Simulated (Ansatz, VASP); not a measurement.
**One calculation of ZrB2, two programs**

INCAR

```
SYSTEM = ZrB2
PREC = Accurate
ENCUT = 520
EDIFF = 1E-7
ISMEAR = 0
SIGMA = 0.2
LREAL = .False.
LASPH = .True.
NELM = 80
ALGO = Normal
ISIF = 2
LWAVE = .False.
LCHARG = .False.
GGA = PE
NBANDS = 27
```

KPOINTS

```
Automatic mesh
0
Gamma
  6 6 4
  0 0 0
```

File POSCAR:

```
ZrB2
1.0
    3.1716352898      0.0000000029      0.0000000000
   -1.5858176474      2.7467167310      0.0000000000
    0.0000000000      0.0000000000      7.0815080688
Zr B
2 4
Direct
    0.0000000000      0.0000000000      0.0000000000
    0.0000000000      0.0000000000      0.5000000000
    0.3333333333      0.6666666667      0.2500000000
    0.3333333333      0.6666666667      0.7500000000
    0.6666666667      0.3333333333      0.2500000000
    0.6666666667      0.3333333333      0.7500000000
```

Input for Ansatz:

```yaml
crystal:
  lattice:
    - [3.1716352898, 2.9e-09, 0.0]
    - [-1.5858176474, 2.746716731, 0.0]
    - [0.0, 0.0, 7.0815080688]
  atoms:
    - { symbol: Zr, position: [0.0, 0.0, 0.0] }
    - { symbol: Zr, position: [0.0, 0.0, 0.5] }
    - { symbol: B, position: [0.3333333333, 0.6666666667, 0.25] }
    - { symbol: B, position: [0.3333333333, 0.6666666667, 0.75] }
    - { symbol: B, position: [0.6666666667, 0.3333333333, 0.25] }
    - { symbol: B, position: [0.6666666667, 0.3333333333, 0.75] }
basis:
  ecutwfc: 420
kpoints:
  mp_grid: { grid: [6, 6, 4] }
hamiltonian:
  xc: pbe
scf:
  occupations: { method: gaussian, width: 0.2 }
  lower_state_search: "off"
output:
  forces: true
  stress: true
  eigenvalues: true
```

Alike in both runs: task single point; functional PBE; k mesh 6 × 6 × 4; occupations gaussian, width 0.2 eV; no spin polarisation.

|  | VASP | Ansatz |
| --- | --- | --- |
| version | VASP 6.6.1 | Ansatz 0.2.0 |
| potentials or method | VASP PAW PBE potentials, release 64 (Zr_sv, B), cutoff 520 eV | scalar-relativistic, plane waves, PAW |
| valence electrons in the cell | 36 | 36 |

|  | VASP | Ansatz | Ansatz less VASP |
| --- | --- | --- | --- |
| gap on the k mesh at the Fermi level (eV) | none | none | - |
| pressure (GPa) | 0.3 | 0.1 | -0.13 |
| traceless stress, the component that is largest in VASP (GPa) | -0.73 | -0.77 | -0.042 |

A gap of «none» marks a metal or a gap that the smearing closes.

The k mesh is coarse, so the values compare programs but aren't converged.
